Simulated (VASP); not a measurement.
TiH, 2 atoms in the cell. The structure is tetragonal, space group I4/mmm (No. 139). The conventional cell has a = 2.955 Å, b = 2.955 Å, c = 4.388 Å, α = 90.00°, β = 90.00°, γ = 90.00°. Within 2.8 Å of Ti (site symmetry 4/mmm) lie 6 H at 2.09 to 2.19 Å. H (site symmetry 4/mmm) has 6 Ti at 2.09 to 2.19 Å within 2.8 Å.  This cell differs from its parent crystal: strain +0.000 along x and y, +0.050 along z.

- Program: VASP 6.6.1
- Task: single point
- Functional: r2SCAN
- Potentials or basis: VASP PAW PBE potentials, release 64 (Ti_sv, H)
- Cutoff: 520 eV
- k mesh: 20 × 20 × 20
- Occupations: gaussian, width 0.15 eV
- Spin: no spin polarisation
- Dipole correction: no
- Further INCAR settings: ALGO = Normal; EDIFF = 1e-06; NBANDS = 14

Potentials or basis: VASP PAW PBE potentials, release 64 (Ti_sv, H).

Launch:

```sh
$ cat potpaw_PBE.64/Ti_sv/POTCAR potpaw_PBE.64/H/POTCAR > POTCAR
$ cp INCAR.step1 INCAR
$ mpirun -np 1 vasp_std > vasp.out
$ cp INCAR.step2 INCAR
$ mpirun -np 1 vasp_std > vasp.out
```

Hardware: 1 thread of Intel Xeon 8259CL, with other jobs on the host.

Task: How long does it take, and how much memory?

Result: It took 12 min on 1 thread of Intel Xeon 8259CL, on a shared host, peak memory 0.29 GiB. Counts: k points 641.
